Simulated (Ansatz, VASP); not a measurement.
## SrPd5: VASP beside Ansatz

```
Sr Pd
1.0
     5.38300    0.00000    0.00000
    -2.69150    4.66181    0.00000
     0.00000    0.00000    4.39200
Sr Pd
1 5
Direct
  0.00000 0.00000 0.00000
  0.33333 0.66667 0.00000
  0.66667 0.33333 0.00000
  0.50000 0.00000 0.50000
  0.50000 0.50000 0.50000
  0.00000 0.50000 0.50000
```

Alike in both runs: task single point; functional LDA; k mesh 4 × 4 × 4; no spin polarisation.

```csv
,VASP,Ansatz
version,VASP 6.6.1,Ansatz 0.2.0
potentials or method,"VASP PAW LDA potentials, release 64 (Sr_sv, Pd)","plane waves, PAW"
plane-wave cutoff (eV),520,420
occupations,"fermi-dirac, width 0.1 eV",fermi-dirac
valence electrons in the cell,60,100
```

|  | VASP | Ansatz | Ansatz less VASP |
| --- | --- | --- | --- |
| pressure (GPa) | -5.8 | -6.1 | -0.30 |
| traceless stress, the component that is largest in VASP (GPa) | -1.21 | -1.17 | +0.032 |

LDA's correlation is that of Perdew and Zunger in VASP and of Perdew and Wang (1992) in Ansatz. VASP's potentials hold 60 valence electrons a cell and Ansatz's 100, so a difference there can come from the potentials and not from the codes.
